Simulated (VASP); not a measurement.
Input of a VASP 6.6.1 run:

POSCAR

```
La
1.0
    0.0000000000      2.6785116925      2.6785116925
    2.6785116925      0.0000000000      2.6785116925
    2.6785116925      2.6785116925      0.0000000000
La
1
Direct
    0.0000000000      0.0000000000      0.0000000000
```

The input INCAR.step1:

```
SYSTEM = La
PREC = Accurate
ENCUT = 520
ISMEAR = -1
SIGMA = 0.1
LREAL = .False.
LASPH = .True.
NELM = 100
NBANDS = 12
GGA = PE
ALGO = Normal
EDIFF = 1E-4
LWAVE = .True.
LCHARG = .False.
```

The input INCAR.step2:

```
SYSTEM = La
PREC = Accurate
ENCUT = 520
EDIFF = 1E-6
ISMEAR = -1
SIGMA = 0.1
LREAL = .False.
LASPH = .True.
NELM = 100
ALGO = Normal
ISIF = 2
LWAVE = .False.
LCHARG = .False.
METAGGA = R2SCAN
LMIXTAU = .True.
NBANDS = 12
ISTART = 1
```

Contents of KPOINTS:

```
regular mesh
0
Gamma
  11 11 11
  0 0 0
```

Potentials or basis: VASP PAW PBE potentials, release 64 (La).

Command:

```console
$ cat potpaw_PBE.64/La/POTCAR > POTCAR
$ cp INCAR.step1 INCAR
$ mpirun -np 1 vasp_std > vasp.out
$ cp INCAR.step2 INCAR
$ mpirun -np 1 vasp_std > vasp.out
```

Task: Estimate the pressure.

Result: -0.7 GPa.

Caveat: the PAW data sets were made with another functional, which shifts forces and pressure a little.
